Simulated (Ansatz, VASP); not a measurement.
## BN in VASP and in Ansatz

```
CELL_PARAMETERS angstrom
2.77729 0.00000 0.00000
-1.38865 2.40521 0.00000
0.00000 0.00000 4.44402
ATOMIC_POSITIONS crystal
B 0.33333 0.66667 0.00000
B 0.66667 0.33333 0.50000
N 0.33333 0.66667 0.38500
N 0.66667 0.33333 0.88500
```

Alike in both runs: task single point; functional PBEsol; k mesh 9 × 9 × 6; occupations gaussian, width 0.02 eV; no spin polarisation.

```csv
,VASP,Ansatz
version,VASP 6.6.1,Ansatz 0.2.0
potentials or method,"VASP PAW PBE potentials, release 64 (B, N), cutoff 520 eV","scalar-relativistic, plane waves, PAW"
valence electrons in the cell,16,16
```

|  | VASP | Ansatz | Ansatz less VASP |
| --- | --- | --- | --- |
| gap on the k mesh at the Fermi level (eV) | 5.20 | 5.20 | +0.004 |
| least direct gap on the mesh (eV) | 6.07 | 6.07 | -0.008 |
| pressure (GPa) | -57.8 | -57.9 | -0.04 |
| traceless stress, the component that is largest in VASP (GPa) | 14.60 | 14.61 | +0.011 |
| rms of the force components (eV/Å) | 0.415 | 0.414 | -0.0010 |

VASP's potentials were made for PBE, not for PBEsol. Atom by atom the forces differ by 0.001 eV/Å (rms over components). Both programs put the cell under strong tension, so it lies far from rest at this level.

Noted on VASP's run: the cell as given lies far from equilibrium.
